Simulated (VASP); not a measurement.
# Au (Im-3m) in VASP: relaxation of cell and atoms with PBE

Aim: the relaxation of cell and atoms of Au with PBE.

Program: VASP 6.6.1. These are calculated values, not measurements. Logs are shortened: lines on timing, memory, paths and dates and some standing lists are left out, and cuts for length are marked.

## 1. The cell of the first run

Symmetry: Im-3m, No. 229, cubic system. The conventional cell has a = 3.302 Å, b = 3.302 Å, c = 3.302 Å, α = 90.00°, β = 90.00°, γ = 90.00°. Within 3.8 Å of Au (site symmetry m-3m) lie 14 Au at 2.86 to 3.30 Å.

This isn't the form of Au at room conditions, which is fcc.

## 2. Relaxation of cell and atoms, PBE

The input, INCAR:

```
SYSTEM = Au
  PREC = Accurate
  ENCUT = 600
  EDIFF = 1E-7
  ISMEAR = -1
  SIGMA = 0.05
  LREAL = .FALSE.
  LASPH = .TRUE.
  NELM = 80
  ALGO = Normal
  ISIF = 3
  LWAVE = .FALSE.
  LCHARG = .FALSE.
  GGA = PE
  IBRION = 2
  NSW = 45
  EDIFFG = -0.005
```

The input, KPOINTS:

```
Automatic mesh
0
G
  18 18 18
  0 0 0
```

The input, POSCAR:

```
Au
1.0
   -1.6508035344      1.6508035344      1.6508035344
    1.6508035344     -1.6508035344      1.6508035344
    1.6508035344      1.6508035344     -1.6508035344
Au
1
Direct
    0.0000000000      0.0000000000      0.0000000000
```

Potentials or basis: VASP PAW PBE potentials, release 64 (Au).

The run is started by

```
$ cat potpaw_PBE.64/Au/POTCAR > POTCAR
$ mpirun -np 1 vasp_std > vasp.out
```

OUTCAR:

```text
SYSTEM = Au
   PREC = Accurate
   ENCUT = 600
   EDIFF = 1E-7
   ISMEAR = -1
   LREAL = .FALSE.
   LASPH = .TRUE.
   NELM = 80
   ISIF = 3
   GGA = PE
   IBRION = 2
   NSW = 45
   EDIFFG = -0.005

 ion  position               nearest neighbor table
   1  0.000  0.000  0.000-

  LATTYP: Found a body centered cubic cell.
 ALAT       =     3.3016070688

  Lattice vectors:

 A1 = (  -1.6508035344,   1.6508035344,   1.6508035344)
 A2 = (   1.6508035344,  -1.6508035344,   1.6508035344)
 A3 = (   1.6508035344,   1.6508035344,  -1.6508035344)

Analysis of symmetry for initial positions (statically):
=====================================================================
 Subroutine PRICEL returns:
 Original cell was already a primitive cell.

 Routine SETGRP: Setting up the symmetry group for a
 body centered cubic supercell.

 Subroutine GETGRP returns: Found 48 space group operations
 (whereof 48 operations were pure point group operations)
 out of a pool of 48 trial point group operations.

The static configuration has the point symmetry O_h .

Analysis of symmetry for dynamics (positions and initial velocities):
=====================================================================
 Subroutine PRICEL returns:
 Original cell was already a primitive cell.

 Routine SETGRP: Setting up the symmetry group for a
 body centered cubic supercell.

 Subroutine GETGRP returns: Found 48 space group operations
 (whereof 48 operations were pure point group operations)
 out of a pool of 48 trial point group operations.

The dynamic configuration has the point symmetry O_h .

 Subroutine INISYM returns: Found 48 space group operations
 (whereof 48 operations are pure point group operations),
 and found     1 'primitive' translations

----------------------------------------------------------------------------------------

                                     Primitive cell

  volume of cell :      17.9948

  direct lattice vectors                    reciprocal lattice vectors
    -1.650803534  1.650803534  1.650803534     0.000000000  0.302882802  0.302882802
     1.650803534 -1.650803534  1.650803534     0.302882802  0.000000000  0.302882802
     1.650803534  1.650803534 -1.650803534     0.302882802  0.302882802  0.000000000

  length of vectors
     2.859275595  2.859275595  2.859275595     0.428340966  0.428340966  0.428340966

  position of ions in fractional coordinates (direct lattice)
     0.000000000  0.000000000  0.000000000

  ion indices of the primitive-cell ions
   primitive index   ion index
                 1           1

----------------------------------------------------------------------------------------

 KPOINTS: Automatic mesh

Automatic generation of k-mesh.
 Grid dimensions read from file:
 generate k-points for:   18   18   18

 Generating k-lattice:

  Cartesian coordinates                     Fractional coordinates (reciprocal lattice)
     0.000000000  0.016826822  0.016826822     0.055555556  0.000000000  0.000000000
     0.016826822  0.000000000  0.016826822     0.000000000  0.055555556  0.000000000
     0.016826822  0.016826822  0.000000000     0.000000000  0.000000000  0.055555556

  Length of vectors
     0.023796720  0.023796720  0.023796720

  Shift w.r.t. Gamma in fractional coordinates (k-lattice)
     0.000000000  0.000000000  0.000000000

 Subroutine IBZKPT returns following result:
 ===========================================

 Found    195 irreducible k-points:

 Following reciprocal coordinates:
            Coordinates               Weight
  0.000000  0.000000  0.000000      1.000000
  0.055556  0.000000  0.000000     12.000000
  0.111111  0.000000  0.000000     12.000000
  0.166667  0.000000  0.000000     12.000000
  0.222222  0.000000  0.000000     12.000000
  0.277778  0.000000  0.000000     12.000000
[... 16 lines left out ...]
  0.333333  0.111111  0.000000     48.000000
  0.388889  0.111111 -0.000000     48.000000
 [... further k-points ...]
   k-points           NKPTS =    195   k-points in BZ     NKDIM =    195   number of bands    NBANDS=      9
   number of dos      NEDOS =    301   number of ions     NIONS =      1
   total plane-waves  NPLWV =  13824
   dimension x,y,z NGX =    24 NGY =   24 NGZ =   24
   dimension x,y,z NGXF=    48 NGYF=   48 NGZF=   48
   ions per type =               1
   NGX,Y,Z   is equivalent  to a cutoff of  13.95, 13.95, 13.95 a.u.
   NGXF,Y,Z  is equivalent  to a cutoff of  27.91, 27.91, 27.91 a.u.
 SYSTEM =  Au
   PREC   = accura    normal or accurate (medium, high low for compatibility)
   ISTART =      0    job   : 0-new  1-cont  2-samecut
   ICHARG =      2    charge: 1-file 2-atom 10-const
   ISPIN  =      1    spin polarized calculation?
   LNONCOLLINEAR =      F non collinear calculations
   LSORBIT =      F    spin-orbit coupling
   LASPH  =      T    aspherical Exc in radial PAW
   ENCUT  =  600.0 eV  44.10 Ry    6.64 a.u.   5.71  5.71  5.71*2*pi/ulx,y,z
   NELM   =     80;   NELMIN=  2; NELMDL= -5     # of ELM steps
   EDIFF  = 0.1E-06   stopping-criterion for ELM
   LREAL  =      F    real-space projection
   EDIFFG = -.5E-02   stopping-criterion for IOM
   NSW    =     45    number of steps for IOM
   IBRION =      2    ionic relax: 0-MD 1-quasi-New 2-CG
   NFREE  =      1    steps in history (QN), initial steepest desc. (CG)
   ISIF   =      3    stress and relaxation
   ISYM   =      2    0-nonsym 1-usesym 2-fastsym
   POTIM  = 0.5000    time-step for ionic-motion
   TEBEG  =    0.0;   TEEND  =   0.0 temperature during run
   PSTRESS=    0.0 pullay stress
   NELECT =      11.0000    total number of electrons
   NUPDOWN=      -1.0000    fix difference up-down
   EMIN   =  10.00;   EMAX   =-10.00  energy-range for DOS
   EFERMI =   0.00;   METHOD = LEGACY
   ISMEAR =    -1;   SIGMA  =   0.05  broadening in eV -4-tet -1-fermi 0-gaus
   EFERMI_NEDOS =   21; number of points for ismear=-14 and -15
   IALGO  =     38    algorithm
   IMIX   =      4    mixing-type and parameters
     AMIX     =   0.40;   BMIX     =  1.00
     AMIX_MAG =   1.60;   BMIX_MAG =  1.00
  volume/ion in A,a.u.               =      17.99       121.43
  Fermi-wavevector in a.u.,A,eV,Ry     =   1.389388  2.625563 26.264689  1.930400
  Thomas-Fermi vector in A             =   2.513424
   LORBIT       =      0    0 simple, 1 ext, 2 COOP (PROOUT), +10 PAW based schemes
   GGA     = PE    functional components
   LHFCALC =     F    Hartree Fock is set to
   AEXX    =    0.0000 exact exchange contribution
   IVDW    =     0    specifies the selected vdW correction
   LEPSILON=     F    determine dielectric tensor
   LRPA    =     F    only Hartree local field effects (RPA)
 conjugate gradient relaxation of ions
 non-spin polarized calculation
  energy-cutoff  :      600.00
  volume of cell :       17.99
 maximum number of plane-waves:       619
   NGX = 11   NGY = 11   NGZ = 11

--------------------------------------- Ionic step        1  -------------------------------------------

 number of electron      10.9999999 magnetization

 Free energy of the ion-electron system (eV)
  ---------------------------------------------------
  ext. energy  EPLUGINS =         0.00000000
  ---------------------------------------------------
  free energy    TOTEN  =        -3.20162191 eV

  energy without entropy =       -3.19981204  energy(sigma->0) =       -3.20071698

------------------------ aborting loop because EDIFF is reached ----------------------------------------

  FORCE on cell =-STRESS in cart. coord.  units (eV):
  Direction    XX          YY          ZZ          XY          YZ          ZX
  --------------------------------------------------------------------------------------
  -------------------------------------------------------------------------------------
  Total       -0.0167471     -0.0167471     -0.0167471      0.0000000      0.0000000     -0.0000000
  in kB       -1.4910941     -1.4910941     -1.4910941      0.0000000      0.0000000     -0.0000000
  external PRESSURE =      -1.4910941 kB  Pullay stress =       0.0000000 kB
[... 55 lines left out ...]
  energy  without entropy=       -3.1998518238  energy(sigma->0) =       -3.20073526

--------------------------------------- Ionic step        3  -------------------------------------------

 number of electron      10.9999999 magnetization

 Free energy of the ion-electron system (eV)
  ---------------------------------------------------
  ext. energy  EPLUGINS =         0.00000000
  ---------------------------------------------------
  free energy    TOTEN  =        -3.20163182 eV

  energy without entropy =       -3.19984221  energy(sigma->0) =       -3.20073702

 E-fermi :   8.6676     XC(G=0): -12.4028

 val. band max:        8.6285050932   @ k =   0.3889   0.0556   0.0556
 cond. band min:       8.7491371678   @ k =  -0.3333   0.3333   0.3333
 fundamental gap:      0.1206320745
 Fermi energy:         8.6675701086

 k-point     1 :       0.0000    0.0000    0.0000
  band No.  band energies     occupation
      1      -0.6839      2.00000
      2       4.0202      2.00000
      3       4.0202      2.00000
      4       4.0202      2.00000
      5       5.7948      2.00000
      6       5.7948      2.00000
      7      25.1191      0.00000
      8      25.1191      0.00000
      9      25.1191      0.00000
[... 265 lines left out ...]
 k-point    24 :       0.3889    0.1111   -0.0000
  band No.  band energies     occupation
      1       2.0888      2.00000
      2       3.1294      2.00000
      3       5.3992      2.00000
      4       5.6740      2.00000
      5       6.4041      2.00000
      6       8.7971      0.13958
      7      12.8655      0.00000
      8      20.2150      0.00000
      9      21.9246      0.00000

 [... further k-points ...]

------------------------ aborting loop because EDIFF is reached ----------------------------------------

  FORCE on cell =-STRESS in cart. coord.  units (eV):
  Direction    XX          YY          ZZ          XY          YZ          ZX
  --------------------------------------------------------------------------------------
  -------------------------------------------------------------------------------------
  Total        0.0011651      0.0011651      0.0011651      0.0000000     -0.0000000     -0.0000000
  in kB        0.1038521      0.1038521      0.1038521      0.0000000     -0.0000000     -0.0000000
  external PRESSURE =       0.1038521 kB  Pullay stress =       0.0000000 kB
[... 16 lines left out ...]
  FREE ENERGIE OF THE ION-ELECTRON SYSTEM (eV)
  ---------------------------------------------------
  free  energy   TOTEN  =        -3.2016318234 eV

  energy  without entropy=       -3.1998422070  energy(sigma->0) =       -3.20073702

 reached required accuracy - stopping structural energy minimisation
```

Run time: 55 s. Hardware: 1 thread of Intel Xeon Platinum 8259CL at 2.50GHz (Skylake/Cascade Lake), shared host; peak memory 0.17 GiB.

What came out:

```yaml
Free_energy: -3.2016 eV
Relaxed_volume: 17.97 Å³/atom
Relaxed_cell: a = 2.858 Å, b = 2.858 Å, c = 2.858 Å, α = 109.47°, β = 109.47°, γ = 109.47°
Space_group_after_relaxing_to_0.1_Å: Im-3m (No. 229)
Energy_gained_by_relaxing: 0.0 meV/atom
Ionic_steps: 3
Pressure_after_relaxing: 0.0 GPa
Band_gap_on_the_k_mesh: zero (an odd number of electrons rules out a gap without spin polarisation)
```

Final structure:
```xyz
1
Lattice="-1.6502 1.6502 1.6502 1.6502 -1.6502 1.6502 1.6502 1.6502 -1.6502" Properties=species:S:1:pos:R:3 pbc="T T T"
Au    0.0000    0.0000    0.0000
```

Levels at points of the mesh, in eV from the Fermi level:
| k point | band 4 | band 5 | band 6 | band 7 | band 8 | band 9 |
| --- | --- | --- | --- | --- | --- | --- |
| (0.00, 0.00, 0.00) | -4.65 | -2.87 | -2.87 | 16.45 | 16.45 | 16.45 |
| (0.50, 0.00, 0.00) | -2.69 | -1.47 | -0.45 | 3.21 | 12.30 | 13.50 |
| (0.50, 0.50, 0.50) | -1.82 | -1.82 | 6.20 | 6.20 | 6.20 | 9.06 |

Caveat: spin-orbit coupling is left out, which moves the levels of the heavy elements.

The gap in the log of VASP goes by the Fermi energy; the results here count the filled bands.